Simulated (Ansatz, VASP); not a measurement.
GaN in VASP and in Ansatz

The input POSCAR:

```
GaN
1.0
    0.0000000000      2.1085152343      2.1928558437
    2.1085152343      0.0000000000      2.1928558437
    2.1085152343      2.1085152343      0.0000000000
Ga N
1 1
Direct
    0.0000000000      0.0000000000      0.0000000000
    0.5000000000      0.5000000000      0.5000000000
```

The input INCAR.step1:

```
ALGO = Normal
EDIFF = 1E-4
ENCUT = 520
GGA = PE
GGA_COMPAT = False
ISMEAR = -1
LASPH = True
LCHARG = False
LREAL = False
LSORBIT = True
LWAVE = True
MAGMOM = 0 0 0 0 0 0
NBANDS = 30
NELM = 150
PREC = Accurate
SIGMA = 0.02
```

Contents of INCAR.step2:

```
ALGO = Normal
EDIFF = 1E-6
ENCUT = 520
GGA_COMPAT = False
ISIF = 2
ISMEAR = -1
ISTART = 1
LASPH = True
LCHARG = False
LMIXTAU = True
LORBIT = 11
LORBMOM = True
LREAL = False
LSORBIT = True
LWAVE = False
MAGMOM = 0 0 0 0 0 0
METAGGA = R2SCAN
NBANDS = 30
NELM = 150
PREC = Accurate
SIGMA = 0.02
```

Contents of KPOINTS:

```
k-points
0
Gamma
  10 10 10
```

Input for Ansatz:

```yaml
crystal:
  lattice:
    - [0.0, 2.1085152343, 2.1928558437]
    - [2.1085152343, 0.0, 2.1928558437]
    - [2.1085152343, 2.1085152343, 0.0]
  atoms:
    - { symbol: Ga, position: [0.0, 0.0, 0.0] }
    - { symbol: "N", position: [0.5, 0.5, 0.5] }
kpoints:
  mp_grid: { grid: [10, 10, 10] }
  band_path:
    path:
      - [0.0, 0.0, 0.0]
      - [0.5, 0.0, 0.5]
      - [0.625, 0.25, 0.625]
      - [0.375, 0.375, 0.75]
      - [0.5, 0.5, 0.5]
      - [0.5, 0.25, 0.75]
      - [0.1875, 0.1875, 0.375]
      - [0.0, 0.5, 0.5]
    npoints: 1
hamiltonian:
  xc: r2scan
scf:
  occupations: { method: fermi_dirac, width: 0.02 }
  n_extra_bands: 8
magnetization:
  noncollinear: true
  spin_orbit: true
output:
  forces: true
  stress: true
  eigenvalues: true
```

Change from the starting cell: uniaxial_z strain +4.0%.

Alike in both runs: task single point; functional r2SCAN; k mesh 10 × 10 × 10; occupations fermi-dirac, width 0.02 eV; non-collinear spin, spin-orbit coupling.

|  | VASP | Ansatz |
| --- | --- | --- |
| version | VASP 6.6.1 | Ansatz 0.2.0 |
| potentials or method | VASP PAW PBE potentials, release 64 (Ga_d, N) | plane waves, PAW |
| plane-wave cutoff (eV) | 520 | 500 |
| valence electrons in the cell | 18 | 18 |

VASP gave:

| Property | Result |
| --- | --- |
| pressure (GPa) | -7.1 |
| traceless stress, the component that is largest in VASP (GPa) | -3.80 |

Q: Which values does Ansatz return?

A: Pressure (GPa): -8.2; traceless stress, the component that is largest in VASP (GPa): -3.45.

VASP's potentials were made for PBE, not for r2SCAN.
